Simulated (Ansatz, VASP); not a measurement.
## Bi2Se3: VASP beside Ansatz

```xyz
10
Lattice="4.1334 0.0000 0.0000 -2.0667 3.5796 0.0000 0.0000 0.0000 58.9737" Properties=species:S:1:pos:R:3 pbc="T T T"
Se    0.0000    0.0000   21.2138
Se    2.0667    1.1932   24.7217
Se    0.0000    2.3864   28.2279
Se    2.0667    1.1932   30.7458
Se    0.0000    2.3864   34.2520
Se    0.0000    0.0000   37.7599
Bi    0.0000    2.3864   22.7881
Bi    0.0000    0.0000   26.6493
Bi    0.0000    0.0000   32.3244
Bi    2.0667    1.1932   36.1856
```

Alike in both runs: functional PBE; dispersion D3(BJ); k mesh 12 × 12 × 1; no spin polarisation.

Ansatz relaxed the structure, and its values are those at the end. VASP's run is a single point on that final structure, the one shown.

|  | VASP | Ansatz |
| --- | --- | --- |
| version | VASP 6.6.1 | Ansatz 0.2.0 |
| potentials or method | VASP PAW PBE potentials, release 64 (Se, Bi_d), cutoff 520 eV | scalar-relativistic, plane waves, PAW |
| occupations | gaussian, width 0.01 eV | fixed |
| valence electrons in the cell | 96 | 156 |

```csv
,VASP,Ansatz,Ansatz less VASP
gap on the k mesh at the Fermi level (eV),0.52,0.53,+0.006
least direct gap on the mesh (eV),0.52,0.53,+0.006
rms of the force components (eV/Å),0.005,0.000,-0.0050
```

VASP's potentials hold 96 valence electrons a cell and Ansatz's 156, so a difference there can come from the potentials and not from the codes. Ansatz's warnings: xc potential rough in thin density.

Neither program's run includes spin-orbit coupling.
